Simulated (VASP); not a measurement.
## BN: single point with PBEsol

The system is BN.

```xyz
2
Lattice="2.5080 0.0000 0.0000 -1.2467 2.1762 0.0000 -0.6307 -1.0881 3.0225" Properties=species:S:1:pos:R:3 pbc="T T T"
B     1.2297    2.1384    0.0055
N     0.6410   -0.3484    2.9772
```

| Property | Result |
| --- | --- |
| Program | VASP 6.6.1 |
| Task | single point |
| Functional | PBEsol |
| Potentials or basis | VASP PAW PBE potentials, release 64 (B, N) |
| Cutoff | 520 eV |
| k mesh | 10 × 10 × 6 |
| Occupations | fermi-dirac, width 0.01 eV |
| Spin | no spin polarisation |

```
Pressure               : 1.9 GPa
Largest force          : 2.739 eV/Å
Band gap on the k mesh : 2.71 eV, indirect (least direct gap 4.52 eV)
```

Forces in eV/Å, atoms in the order of the input:
```
B    1.667  2.093 -0.584
N   -1.667 -2.093  0.584
```

Stress tensor (GPa, compression positive):
```
-5.90 -5.24  0.55
-5.24  6.61  1.19
 0.55  1.19  4.97
```

Levels at points of the mesh, in eV from the valence-band top:
| k point | band 1 | band 2 | band 3 | band 4 | band 5 | band 6 | band 7 | band 8 |
| --- | --- | --- | --- | --- | --- | --- | --- | --- |
| (0.00, 0.00, 0.00) | -18.25 | -3.81 | -2.45 | -0.83 | 5.28 | 10.15 | 12.23 | 12.86 |
| (0.50, 0.00, 0.00) | -14.79 | -9.11 | -4.85 | -1.62 | 4.79 | 9.38 | 13.45 | 17.01 |
| (0.00, 0.50, 0.00) | -14.96 | -9.36 | -4.11 | -1.10 | 3.68 | 9.51 | 13.72 | 17.08 |
| (0.50, 0.50, 0.00) | -15.05 | -9.55 | -4.26 | -0.15 | 6.16 | 8.93 | 12.23 | 14.43 |
| (0.00, 0.00, 0.50) | -17.66 | -7.13 | -2.47 | -0.88 | 9.85 | 10.62 | 12.21 | 12.40 |
| (0.50, 0.00, 0.50) | -14.79 | -9.12 | -4.85 | -1.51 | 4.46 | 9.42 | 13.69 | 17.23 |
| (0.00, 0.50, 0.50) | -14.96 | -9.35 | -4.11 | -1.20 | 3.90 | 9.44 | 13.60 | 16.92 |
| (0.50, 0.50, 0.50) | -14.71 | -9.00 | -4.41 | -2.26 | 2.71 | 9.04 | 15.27 | 19.52 |

Run time: 34 s on 1 thread of AMD EPYC 7R13 Processor (Zen 3) (shared host), peak memory 0.13 GiB.

Caveat: the PAW data sets were made with another functional, which shifts forces and pressure a little. A k mesh can miss the band edges.
